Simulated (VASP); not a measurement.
LuH2, 3 atoms in the cell. The structure is cubic, space group Fm-3m (No. 225). Conventional cell: a = 4.930 Å, b = 4.930 Å, c = 4.930 Å, α = 90.00°, β = 90.00°, γ = 90.00°. Lu (site symmetry m-3m) has 8 H at 2.13 Å within 2.8 Å. Within 2.8 Å of H (site symmetry -43m) lie 4 Lu at 2.13 Å and 6 H at 2.47 Å.  This cell differs from its parent crystal: volume scaled by 0.94.

- Program: VASP 6.6.1
- Task: single point
- Functional: LDA
- Potentials or basis: VASP PAW PBE potentials, release 64 (Lu, H)
- Cutoff: 600 eV
- k mesh: 8 × 8 × 8
- Occupations: fermi-dirac, width 0.02 eV
- Spin: no spin polarisation
- Dipole correction: no
- Further INCAR settings: ALGO = Normal; EDIFF = 1e-06; NBANDS = 20

Potentials or basis: VASP PAW PBE potentials, release 64 (Lu, H).

Launch:

```bash
$ cat potpaw_PBE.64/Lu/POTCAR potpaw_PBE.64/H/POTCAR > POTCAR
$ mpirun -np 1 vasp_std > vasp.out
```

Hardware: 1 thread of Intel Xeon 8259CL (shared host).

Problem. Estimate the wall time of this run.

Solution. Run time: 45 s on 1 thread of Intel Xeon 8259CL (shared host), peak memory 0.17 GiB. Counts: scf iterations 12, k points 29.
